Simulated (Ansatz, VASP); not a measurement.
**Ge: VASP beside Ansatz**

The input INCAR:

```
SYSTEM = Ge
  ALGO = Normal
  EDIFF = 1E-6
  ENCUT = 520
  GGA = PE
  ISIF = 2
  ISMEAR = -1
  LASPH = .TRUE.
  LCHARG = .FALSE.
  LREAL = .FALSE.
  LWAVE = .FALSE.
  NBANDS = 13
  NELM = 60
  PREC = Accurate
  SIGMA = 0.05
```

KPOINTS

```
k-points
0
G
  11 11 10
  0 0 0
```

File POSCAR:

```
Ge
1.0
    1.4064019120     -2.6177384622      0.0000000000
    1.4064019120      2.6177384622      0.0000000000
    0.0000000000      0.0000000000      2.7161006002
Ge
1
Direct
    0.5000000000      0.5000000000      0.0000000000
```

File input.yaml:

```yaml
crystal:
  lattice:
    - [1.406401912, -2.6177384622, 0.0]
    - [1.406401912, 2.6177384622, 0.0]
    - [0.0, 0.0, 2.7161006002]
  atoms:
    - { symbol: Ge, position: [0.5, 0.5, 0.0] }
hamiltonian:
  xc: pbe
  pseudopotentials: { kind: paw, azcp: { folder: soft_1 } }
kpoints:
  mp_grid: { grid: [11, 11, 10] }
scf:
  occupations: { method: fermi_dirac, width: 0.05 }
output:
  forces: true
  stress: true
  eigenvalues: true
```

Alike in both runs: task single point; functional PBE; k mesh 11 × 11 × 10; occupations fermi-dirac, width 0.05 eV; no spin polarisation.

```csv
,VASP,Ansatz
version,VASP 6.6.1,Ansatz 0.2.0
potentials or method,"VASP PAW PBE potentials, release 64 (Ge_d)",Ansatz PAW soft_1
plane-wave cutoff (eV),520,420
valence electrons in the cell,14,14
```

VASP gave:

- gap on the k mesh at the Fermi level (eV): none
- pressure (GPa): -2.0
- traceless stress, the component that is largest in VASP (GPa): -1.82

**Question.** Estimate Ansatz's values.

**Answer.** gap on the k mesh at the Fermi level (eV): none; pressure (GPa): -1.8; traceless stress, the component that is largest in VASP (GPa): -1.82.

A gap of «none» marks a metal or a gap that the smearing closes. The functional is the same, so the differences come from potentials, cutoffs and numerics.
